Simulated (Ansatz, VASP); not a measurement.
# Two plane-wave programs on GaSb

File POSCAR:

```
GaSb
1.0
   -2.7896675499      2.7896675499      1.6116397558
    2.7896675499     -2.7896675499      1.6116397558
    2.7896675499      2.7896675499     -1.6116397558
Sb Ga
1 1
Direct
    0.0000000000      0.0000000000      0.0000000000
    0.7500000000      0.2500000000      0.5000000000
```

Contents of INCAR.step1:

```
PREC = Accurate
ENCUT = 520
ISMEAR = -1
SIGMA = 0.05
LREAL = False
LASPH = True
NELM = 60
NBANDS = 16
GGA = PE
ALGO = Normal
EDIFF = 1E-4
LWAVE = True
LCHARG = False
```

File INCAR.step2:

```
PREC = Accurate
ENCUT = 520
EDIFF = 1E-7
ISMEAR = -1
SIGMA = 0.05
LREAL = False
LASPH = True
NELM = 60
ALGO = Normal
ISIF = 2
LWAVE = False
LCHARG = False
METAGGA = R2SCAN
LMIXTAU = True
NBANDS = 16
ISTART = 1
```

The input KPOINTS:

```
Automatic mesh
0
Gamma
  10 10 10
```

Contents of input.yaml:

```yaml
crystal:
  lattice:
    - [-2.7896675499, 2.7896675499, 1.6116397558]
    - [2.7896675499, -2.7896675499, 1.6116397558]
    - [2.7896675499, 2.7896675499, -1.6116397558]
  atoms:
    - { symbol: Sb, position: [0.0, 0.0, 0.0] }
    - { symbol: Ga, position: [0.75, 0.25, 0.5] }
hamiltonian:
  xc: r2scan
  pseudopotentials: { kind: paw }
kpoints:
  mp_grid: { grid: [10, 10, 10] }
scf:
  occupations: { method: fermi_dirac, width: 0.05 }
output:
  forces: true
  stress: true
  eigenvalues: true
```

Alike in both runs: task single point; functional r2SCAN; k mesh 10 × 10 × 10; occupations fermi-dirac, width 0.05 eV; no spin polarisation.

|  | VASP | Ansatz |
| --- | --- | --- |
| version | VASP 6.6.1 | Ansatz 0.2.0 |
| potentials or method | VASP PAW PBE potentials, release 64 (Sb, Ga_d) | Ansatz PAW |
| plane-wave cutoff (eV) | 520 | 500 |
| valence electrons in the cell | 18 | 28 |

|  | VASP | Ansatz | Ansatz less VASP |
| --- | --- | --- | --- |
| gap on the k mesh at the Fermi level (eV) | none | none | - |
| pressure (GPa) | -3.3 | -3.3 | -0.04 |
| traceless stress, the component that is largest in VASP (GPa) | 0.11 | 0.15 | +0.042 |

VASP's potentials were made for PBE, not for r2SCAN. A gap of «none» marks a metal or a gap that the smearing closes. VASP's potentials hold 18 valence electrons a cell and Ansatz's 28, so a difference there can come from the potentials and not from the codes.

Neither program's run includes spin-orbit coupling.
